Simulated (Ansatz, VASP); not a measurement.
Given: the input of a run of VASP 6.6.1 on Ti3Se.

The input INCAR:

```
ALGO = Normal
EDIFF = 1E-6
ENCUT = 520
ISIF = 2
ISMEAR = -1
LASPH = True
LCHARG = False
LREAL = False
LWAVE = False
NBANDS = 29
NELM = 100
PREC = Accurate
SIGMA = 0.05
```

The input KPOINTS:

```
k-points
0
Gamma
  10 10 4
```

The input POSCAR:

```
Ti3Se
1.0
    3.2601565315      0.0000000000      0.0000000000
   -1.6300782658      2.8233783766      0.0000000000
    0.0000000000      0.0000000000      8.0985246472
Se Ti
1 3
Direct
    0.0000000000      0.0000000000      0.0000000000
    0.6666666667      0.3333333333      0.5000000000
    0.3333333333      0.6666666667      0.7729020000
    0.3333333333      0.6666666667      0.2270980000
```

Potentials or basis: VASP PAW LDA potentials, release 64 (Se, Ti_sv).

Command:

```sh
$ cat potpaw_LDA.64/Se/POTCAR potpaw_LDA.64/Ti_sv/POTCAR > POTCAR
$ mpirun -np 1 vasp_std > vasp.out
```

Question: Set up the same calculation for Ansatz 0.2.0. Potentials there: all-electron LAPW, scalar-relativistic.

Answer: As run (the cutoff follows the program's own potentials):

input.yaml

```yaml
crystal:
  lattice:
    - [3.2601565315, 0.0, 0.0]
    - [-1.6300782658, 2.8233783766, 0.0]
    - [0.0, 0.0, 8.0985246472]
  atoms:
    - { symbol: Se, position: [0.0, 0.0, 0.0] }
    - { symbol: Ti, position: [0.6666666667, 0.3333333333, 0.5] }
    - { symbol: Ti, position: [0.3333333333, 0.6666666667, 0.772902] }
    - { symbol: Ti, position: [0.3333333333, 0.6666666667, 0.227098] }
kpoints:
  mp_grid: { grid: [10, 10, 4] }
scf:
  occupations: { method: fermi_dirac, width: 0.05 }
hamiltonian:
  xc: lda
  pseudopotentials: { kind: all_electron, lapw: { basis_error: 0.002 } }
output:
  forces: true
  stress: true
  eigenvalues: true
```

Potentials or basis: all-electron LAPW, scalar-relativistic.

Run with:

```console
$ ansatz run input.yaml --threads 2 --pin off --max-ram 8192MiB --backend cpu --events-out ev --progress --plain --runs-dir out
```

Both were run:

|  | VASP | Ansatz | Ansatz less VASP |
| --- | --- | --- | --- |
| gap on the k mesh at the Fermi level (eV) | none | none | - |
| pressure (GPa) | -12.8 | -13.0 | -0.19 |
| traceless stress, the component that is largest in VASP (GPa) | -1.59 | -1.60 | -0.005 |
| rms of the force components (eV/Å) | 0.096 | 0.103 | +0.0072 |

LDA's correlation is that of Perdew and Zunger in VASP and of Perdew and Wang (1992) in Ansatz. Atom by atom the forces differ by 0.007 eV/Å (rms over components). A gap of «none» marks a metal or a gap that the smearing closes. Ansatz ran all-electron here, and VASP with PAW potentials.
